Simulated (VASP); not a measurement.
# H4C in VASP: relaxation of the atoms with PBE+D3(BJ)

Aim: the relaxation of the atoms of H4C with PBE+D3(BJ).

All numbers are computed with VASP 6.6.1; they aren't measurements. Logs are shortened: lines on timing, memory, paths and dates and some standing lists are left out, and cuts for length are marked.

### 1 The cell of the first run

The cell holds a disordered packing, 40 atoms: a = 8.215 Å, b = 8.215 Å, c = 8.215 Å, α = 90.00°, β = 90.00°, γ = 90.00°.

### 2 Relaxation of the atoms, PBE+D3(BJ)

INCAR

```
SYSTEM = H4C
PREC = Accurate
ENCUT = 520
EDIFF = 1E-7
ISMEAR = -1
SIGMA = 0.05
LREAL = Auto
LASPH = .TRUE.
NELM = 100
ALGO = Normal
ISIF = 2
LWAVE = .FALSE.
LCHARG = .FALSE.
GGA = PE
IVDW = 12
IBRION = 2
NSW = 35
EDIFFG = -0.3
```

KPOINTS

```
regular mesh
0
G
  1 1 1
  0 0 0
```

POSCAR

```
H4C
1.0
    8.2150030000      0.0000000000      0.0000000000
    0.0000000000      8.2150030000      0.0000000000
    0.0000000000      0.0000000000      8.2150030000
C H
8 32
Direct
    0.0293600000      0.9133117000      0.0217914000
    0.5586863000      0.0127772000      0.0862473000
    0.4159339000      0.6525984000      0.6391810000
    0.0441573000      0.3439101000      0.9887047000
    0.3915453000      0.4363900000      0.2846801000
    0.7639896000      0.6738416000      0.8795565000
    0.2709035000      0.2777229000      0.6033887000
    0.6593460000      0.1563591000      0.5018838000
   -0.0874597000      0.9333115000     -0.0377687000
    0.0317694000      0.9783471000      0.1373717000
    0.1269474000      0.9580119000     -0.0561368000
    0.0461827000      0.7835764000      0.0436992000
    0.6910630000      0.0208172000      0.0886976000
    0.5113592000      0.0916800000     -0.0092970000
    0.5098839000      0.0511262000      0.2034732000
    0.5224393000     -0.1125145000      0.0621155000
    0.4818640000      0.7052829000      0.7415128000
    0.3256892000      0.5665097000      0.6843346000
    0.5011408000      0.5895694000      0.5594230000
    0.3550417000      0.7490317000      0.5714538000
   -0.0544041000      0.4325341000      0.9836395000
    0.1505472000      0.3992911000      1.0453471000
    0.0748493000      0.3048389000      0.8657182000
    0.0056369000      0.2389762000      1.0601139000
    0.4608895000      0.5064544000      0.3734301000
    0.3198363000      0.3441356000      0.3474588000
    0.4749024000      0.3775104000      0.1999510000
    0.3105530000      0.5174595000      0.2178803000
    0.7209863000      0.5485421000      0.8862620000
    0.6696681000      0.7501496000      0.8259399000
    0.8731740000      0.6791541000      0.8044248000
    0.7921302000      0.7175206000      1.0015994000
    0.2278680000      0.2821803000      0.7287773000
    0.4015915000      0.2550593000      0.6022762000
    0.2455987000      0.3935024000      0.5438153000
    0.2085559000      0.1801495000      0.5386860000
    0.7533644000      0.2470955000      0.5247238000
    0.6076614000      0.1162346000      0.6172655000
    0.7125166000      0.0525193000      0.4387616000
    0.5638416000      0.2095868000      0.4267842000
```

Potentials or basis: VASP PAW PBE potentials, release 64 (C, H).

Run with:

```
cat potpaw_PBE.64/C/POTCAR potpaw_PBE.64/H/POTCAR > POTCAR
mpirun -np 1 vasp_gam > vasp.out
```

OUTCAR:

```text
SYSTEM = H4C
   PREC = Accurate
   ENCUT = 520
   EDIFF = 1E-7
   ISMEAR = -1
   LREAL = Auto
   LASPH = .TRUE.
   NELM = 100
   ISIF = 2
   GGA = PE
   IVDW = 12
   IBRION = 2
   NSW = 35
   EDIFFG = -0.3
 IVDW          = 12

 ion  position               nearest neighbor table
   1  0.029  0.913  0.022-  12 1.09  11 1.09  10 1.09   9 1.09
   2  0.559  0.013  0.086-  16 1.09  14 1.09  15 1.09  13 1.09
   3  0.416  0.653  0.639-  19 1.09  20 1.09  18 1.09  17 1.09
   4  0.044  0.344  0.989-  24 1.09  21 1.09  22 1.09  23 1.09
   5  0.392  0.436  0.285-  25 1.09  26 1.09  28 1.09  27 1.09
   6  0.764  0.674  0.880-  30 1.09  29 1.09  32 1.09  31 1.09
   7  0.271  0.278  0.603-  35 1.09  33 1.09  34 1.09  36 1.09
   8  0.659  0.156  0.502-  38 1.09  37 1.09  40 1.09  39 1.09
   9  0.913  0.933  0.962-   1 1.09
  10  0.032  0.978  0.137-   1 1.09
  11  0.127  0.958  0.944-   1 1.09
  12  0.046  0.784  0.044-   1 1.09
  13  0.691  0.021  0.089-   2 1.09
  14  0.511  0.092  0.991-   2 1.09
[... 24 lines left out ...]
  39  0.713  0.053  0.439-   8 1.09
  40  0.564  0.210  0.427-   8 1.09

  LATTYP: Found a simple cubic cell.
 ALAT       =     8.2150030000

  Lattice vectors:

 A1 = (   8.2150030000,   0.0000000000,   0.0000000000)
 A2 = (   0.0000000000,   8.2150030000,   0.0000000000)
 A3 = (   0.0000000000,   0.0000000000,   8.2150030000)

Analysis of symmetry for initial positions (statically):
=====================================================================
 Subroutine PRICEL returns:
 Original cell was already a primitive cell.

 Routine SETGRP: Setting up the symmetry group for a
 simple cubic supercell.

 Subroutine GETGRP returns: Found  1 space group operations
 (whereof  1 operations were pure point group operations)
 out of a pool of 48 trial point group operations.

The static configuration has the point symmetry C_1 .

Analysis of symmetry for dynamics (positions and initial velocities):
=====================================================================
 Subroutine PRICEL returns:
 Original cell was already a primitive cell.

 Routine SETGRP: Setting up the symmetry group for a
 simple cubic supercell.

 Subroutine GETGRP returns: Found  1 space group operations
 (whereof  1 operations were pure point group operations)
 out of a pool of 48 trial point group operations.

The dynamic configuration has the point symmetry C_1 .

 Subroutine INISYM returns: Found  1 space group operations
 (whereof  1 operations are pure point group operations),
 and found     1 'primitive' translations

----------------------------------------------------------------------------------------

                                     Primitive cell

  volume of cell :     554.3999

  direct lattice vectors                    reciprocal lattice vectors
     8.215003000  0.000000000  0.000000000     0.121728501  0.000000000  0.000000000
     0.000000000  8.215003000  0.000000000     0.000000000  0.121728501  0.000000000
     0.000000000  0.000000000  8.215003000     0.000000000  0.000000000  0.121728501

  length of vectors
     8.215003000  8.215003000  8.215003000     0.121728501  0.121728501  0.121728501

  position of ions in fractional coordinates (direct lattice)
     0.029360000  0.913311700  0.021791400
     0.558686300  0.012777200  0.086247300
     0.415933900  0.652598400  0.639181000
     0.044157300  0.343910100  0.988704700
     0.391545300  0.436390000  0.284680100
     0.763989600  0.673841600  0.879556500
[... 32 lines left out ...]
     0.712516600  0.052519300  0.438761600
     0.563841600  0.209586800  0.426784200

  ion indices of the primitive-cell ions
   primitive index   ion index
                 1           1
                 2           2
                 3           3
                 4           4
                 5           5
                 6           6
[... 32 lines left out ...]
                39          39
                40          40

----------------------------------------------------------------------------------------

 KPOINTS: regular mesh

Automatic generation of k-mesh.
 Grid dimensions read from file:
 generate k-points for:    1    1    1

 Generating k-lattice:

  Cartesian coordinates                     Fractional coordinates (reciprocal lattice)
     0.121728501  0.000000000  0.000000000     1.000000000  0.000000000  0.000000000
     0.000000000  0.121728501  0.000000000     0.000000000  1.000000000  0.000000000
     0.000000000  0.000000000  0.121728501     0.000000000  0.000000000  1.000000000

  Length of vectors
     0.121728501  0.121728501  0.121728501

  Shift w.r.t. Gamma in fractional coordinates (k-lattice)
     0.000000000  0.000000000  0.000000000

 Subroutine IBZKPT returns following result:
 ===========================================

 Found      1 irreducible k-points:

 Following reciprocal coordinates:
            Coordinates               Weight
  0.000000  0.000000  0.000000      1.000000
   k-points           NKPTS =      1   k-points in BZ     NKDIM =      1   number of bands    NBANDS=     53
   number of dos      NEDOS =    301   number of ions     NIONS =     40
   total plane-waves  NPLWV = 262144
   dimension x,y,z NGX =    64 NGY =   64 NGZ =   64
   dimension x,y,z NGXF=   128 NGYF=  128 NGZF=  128
   ions per type =               8  32
   NGX,Y,Z   is equivalent  to a cutoff of  12.95, 12.95, 12.95 a.u.
   NGXF,Y,Z  is equivalent  to a cutoff of  25.90, 25.90, 25.90 a.u.
 SYSTEM =  H4C
   PREC   = accura    normal or accurate (medium, high low for compatibility)
   ISTART =      0    job   : 0-new  1-cont  2-samecut
   ICHARG =      2    charge: 1-file 2-atom 10-const
   ISPIN  =      1    spin polarized calculation?
   LNONCOLLINEAR =      F non collinear calculations
   LSORBIT =      F    spin-orbit coupling
   LASPH  =      T    aspherical Exc in radial PAW
   ENCUT  =  520.0 eV  38.22 Ry    6.18 a.u.  15.27 15.27 15.27*2*pi/ulx,y,z
   NELM   =    100;   NELMIN=  2; NELMDL= -5     # of ELM steps
   EDIFF  = 0.1E-06   stopping-criterion for ELM
   LREAL  =      T    real-space projection
   EDIFFG = -.3E+00   stopping-criterion for IOM
   NSW    =     35    number of steps for IOM
   IBRION =      2    ionic relax: 0-MD 1-quasi-New 2-CG
   NFREE  =      1    steps in history (QN), initial steepest desc. (CG)
   ISIF   =      2    stress and relaxation
   ISYM   =      2    0-nonsym 1-usesym 2-fastsym
   POTIM  = 0.5000    time-step for ionic-motion
   TEBEG  =    0.0;   TEEND  =   0.0 temperature during run
   PSTRESS=    0.0 pullay stress
   NELECT =      64.0000    total number of electrons
   NUPDOWN=      -1.0000    fix difference up-down
   EMIN   =  10.00;   EMAX   =-10.00  energy-range for DOS
   EFERMI =   0.00;   METHOD = LEGACY
   ISMEAR =    -1;   SIGMA  =   0.05  broadening in eV -4-tet -1-fermi 0-gaus
   EFERMI_NEDOS =   21; number of points for ismear=-14 and -15
   IALGO  =     38    algorithm
   IMIX   =      4    mixing-type and parameters
     AMIX     =   0.40;   BMIX     =  1.00
     AMIX_MAG =   1.60;   BMIX_MAG =  1.00
  volume/ion in A,a.u.               =      13.86        93.53
  Fermi-wavevector in a.u.,A,eV,Ry     =   0.797126  1.506350  8.645281  0.635410
  Thomas-Fermi vector in A             =   1.903783
   LORBIT       =      0    0 simple, 1 ext, 2 COOP (PROOUT), +10 PAW based schemes
   GGA     = PE    functional components
   LHFCALC =     F    Hartree Fock is set to
   AEXX    =    0.0000 exact exchange contribution
   IVDW    =    12    specifies the selected vdW correction
   LEPSILON=     F    determine dielectric tensor
   LRPA    =     F    only Hartree local field effects (RPA)
 conjugate gradient relaxation of ions
 non-spin polarized calculation
  energy-cutoff  :      520.00
  volume of cell :      554.40
 maximum number of plane-waves:      7470
 NGX is ok and might be reduce to    64
   NGX = 31   NGY = 31   NGZ = 31

--------------------------------------- Ionic step        1  -------------------------------------------

 number of electron      64.0000001 magnetization

 Free energy of the ion-electron system (eV)
  ---------------------------------------------------
  ext. energy  EPLUGINS =         0.00000000
  ---------------------------------------------------
  free energy    TOTEN  =      -191.27414391 eV

  energy without entropy =     -191.27414391  energy(sigma->0) =     -191.27414391

------------------------ aborting loop because EDIFF is reached ----------------------------------------

 Edisp (eV)   -0.99474

 E8    (eV) :    -0.2107

  FORCE on cell =-STRESS in cart. coord.  units (eV):
  Direction    XX          YY          ZZ          XY          YZ          ZX
  --------------------------------------------------------------------------------------
  -------------------------------------------------------------------------------------
  Total       4.47717     3.94794     5.17481     0.72293     0.99043    -0.12758
  in kB      12.93872    11.40928    14.95486     2.08923     2.86227    -0.36869
  external pressure =       13.10 kB  Pullay stress =        0.00 kB
[... 371 lines left out ...]
  energy  without entropy=     -192.3779143012  energy(sigma->0) =     -192.37791430

--------------------------------------- Ionic step        6  -------------------------------------------

 number of electron      64.0000000 magnetization

 Free energy of the ion-electron system (eV)
  ---------------------------------------------------
  ext. energy  EPLUGINS =         0.00000000
  ---------------------------------------------------
  free energy    TOTEN  =      -191.42822777 eV

  energy without entropy =     -191.42822777  energy(sigma->0) =     -191.42822777

 E-fermi :  -5.2576     XC(G=0):  -5.1315

 val. band max:       -6.4501244255   @ k =   0.0000   0.0000   0.0000
 cond. band min:       0.3417095544   @ k =   0.0000   0.0000   0.0000
 fundamental gap:      6.7918339799
 Fermi energy:        -5.2576336706

 k-point     1 :       0.0000    0.0000    0.0000
  band No.  band energies     occupation
      1     -15.6472      2.00000
      2     -15.4140      2.00000
      3     -15.1923      2.00000
      4     -15.1232      2.00000
      5     -15.0254      2.00000
      6     -14.9524      2.00000
[... 36 lines left out ...]
     43       3.3708      0.00000
     44       3.6587      0.00000
 [bands above 44 left out]

------------------------ aborting loop because EDIFF is reached ----------------------------------------

 Edisp (eV)   -0.99152

 E8    (eV) :    -0.2096

  FORCE on cell =-STRESS in cart. coord.  units (eV):
  Direction    XX          YY          ZZ          XY          YZ          ZX
  --------------------------------------------------------------------------------------
  -------------------------------------------------------------------------------------
  Total       1.82734     0.51209     1.75528     0.58320     0.85760    -0.02903
  in kB       5.28087     1.47990     5.07262     1.68542     2.47840    -0.08391
  external pressure =        3.94 kB  Pullay stress =        0.00 kB
[... 55 lines left out ...]
  FREE ENERGIE OF THE ION-ELECTRON SYSTEM (eV)
  ---------------------------------------------------
  free  energy   TOTEN  =      -192.4197458998 eV

  energy  without entropy=     -192.4197458997  energy(sigma->0) =     -192.41974590

 reached required accuracy - stopping structural energy minimisation
```

It took 4.3 min on 1 thread of Intel Xeon Platinum 8259CL at 2.50GHz (Skylake/Cascade Lake), shared host; peak memory 0.6 GiB.

Results:

| Quantity | Value |
| --- | --- |
| Free energy | -192.4197 eV |
| Energy gained by relaxing | 3.8 meV/atom |
| Ionic steps | 6 |
| Pressure after relaxing | 0.4 GPa |
| Largest force after relaxing | 0.285 eV/Å |
| Band gap on the k mesh | 6.79 eV |
| Dispersion energy per atom | -0.025 eV |

Forces on the atoms (eV/Å):
```
C    0.078  0.024 -0.018
C   -0.032  0.010  0.053
C    0.029  0.103  0.239
C   -0.109 -0.010  0.022
C    0.032 -0.085 -0.112
C   -0.082  0.002  0.079
C   -0.063  0.083  0.245
C    0.065 -0.032 -0.062
H    0.209  0.038  0.084
H    0.097 -0.078 -0.153
H   -0.039 -0.042  0.196
H    0.058  0.223 -0.021
H   -0.252  0.001 -0.007
H    0.059 -0.145  0.151
H    0.033 -0.072 -0.247
H    0.047  0.226  0.022
H   -0.225  0.144 -0.075
H   -0.027  0.145 -0.023
H    0.031  0.063  0.049
H    0.030 -0.054  0.039
H    0.104 -0.073  0.125
H   -0.119 -0.048 -0.055
H   -0.102  0.015  0.092
H   -0.002  0.176  0.029
H    0.095 -0.002 -0.126
H   -0.006 -0.048 -0.226
H   -0.097  0.205 -0.173
H    0.145  0.001 -0.184
H    0.008  0.184 -0.119
H    0.113 -0.071  0.033
H   -0.050 -0.133  0.100
H   -0.018 -0.230 -0.102
H   -0.019 -0.225 -0.099
H   -0.022 -0.054  0.002
H   -0.223 -0.036  0.049
H   -0.049 -0.107  0.115
H   -0.072 -0.205 -0.020
H    0.150  0.026 -0.175
H    0.020  0.195  0.151
H    0.202 -0.113  0.123
```

Step by step:
```tsv
step	energy change (eV)	largest force (eV/Å)	pressure (GPa)
1	0.0000	0.4084	1.31
2	-0.0421	0.6609	0.80
3	-0.0421	0.6803	0.79
4	-0.0692	0.4268	0.65
5	-0.1090	0.3972	0.23
6	-0.1509	0.2852	0.39
```

Final structure:
```
C H
1.0
     8.21500    0.00000    0.00000
     0.00000    8.21500    0.00000
     0.00000    0.00000    8.21500
C H
8 32
Direct
  0.03231 0.91445 0.02272
  0.55778 0.01290 0.08581
  0.41413 0.65604 0.64019
  0.04297 0.34478 0.99082
  0.39323 0.43714 0.27684
  0.76403 0.67094 0.87936
  0.26729 0.27412 0.60614
  0.66205 0.15532 0.50227
  0.91507 0.93520 0.96196
  0.03329 0.97958 0.13989
  0.13011 0.95959 0.94311
  0.04729 0.78317 0.04400
  0.69158 0.02148 0.08953
  0.51016 0.09287 0.98904
  0.50847 0.05144 0.20437
  0.52164 0.88592 0.06179
  0.47949 0.70800 0.74374
  0.32558 0.56802 0.68636
  0.50290 0.59171 0.56476
  0.35377 0.75163 0.56905
  0.94412 0.43423 0.98400
  0.15189 0.39956 0.04550
  0.07104 0.30441 0.86709
  0.00501 0.23826 0.06168
  0.46074 0.50452 0.36915
  0.32158 0.34448 0.33917
  0.47819 0.37664 0.19352
  0.30960 0.52079 0.21531
  0.71749 0.54540 0.88433
  0.67222 0.75220 0.82697
  0.87441 0.67833 0.80429
  0.79063 0.71459 0.00264
  0.22788 0.27959 0.73309
  0.39876 0.25730 0.60367
  0.24098 0.39082 0.54909
  0.20646 0.17676 0.53853
  0.75562 0.24868 0.52541
  0.60899 0.11459 0.61852
  0.71475 0.05021 0.43765
  0.56612 0.20886 0.42579
```

Levels at points of the mesh, in eV from the valence-band top:
```tsv
k point	band 30	band 31	band 32	band 33	band 34	band 35
(0.00, 0.00, 0.00)	-0.30	-0.16	0.00	6.79	8.56	8.72
```

Caveat: the k points lie up to 0.76 Å⁻¹ apart; the relaxation stopped at a loose force limit of 0.3 eV/Å, so its end isn't a converged minimum.
